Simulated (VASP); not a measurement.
## GaN: single point with LDA

GaN:

```
CELL_PARAMETERS angstrom
0.00000 2.22771 2.22771
2.22771 0.00000 2.22771
2.22771 2.22771 0.00000
ATOMIC_POSITIONS crystal
Ga 0.00000 0.00000 0.00000
N 0.75000 0.75000 0.75000
```

| Property | Result |
| --- | --- |
| Program | VASP 6.6.1 |
| Task | single point |
| Functional | LDA |
| Potentials or basis | VASP PAW LDA potentials, release 64 (Ga_d, N) |
| Cutoff | 520 eV |
| k mesh | 10 × 10 × 10 |
| Occupations | gaussian, width 0.02 eV |
| Spin | no spin polarisation |

```yaml
Pressure: 1.1 GPa
Band_gap_on_the_k_mesh: 1.97 eV, direct
```

Levels at points of the mesh, in eV from the valence-band top:
```csv
k point,band 7,band 8,band 9,band 10,band 11,band 12
"(0.00, 0.00, 0.00)",0.00,0.00,0.00,1.97,10.33,10.33
"(0.50, 0.00, 0.00)",-7.35,-1.02,-1.02,4.78,8.77,10.38
"(0.50, 0.50, 0.00)",-6.35,-2.86,-2.86,3.26,6.68,11.75
```

Run time: 36 s on 1 thread of AMD EPYC 7R13, with other jobs on the host, peak memory 0.11 GiB.
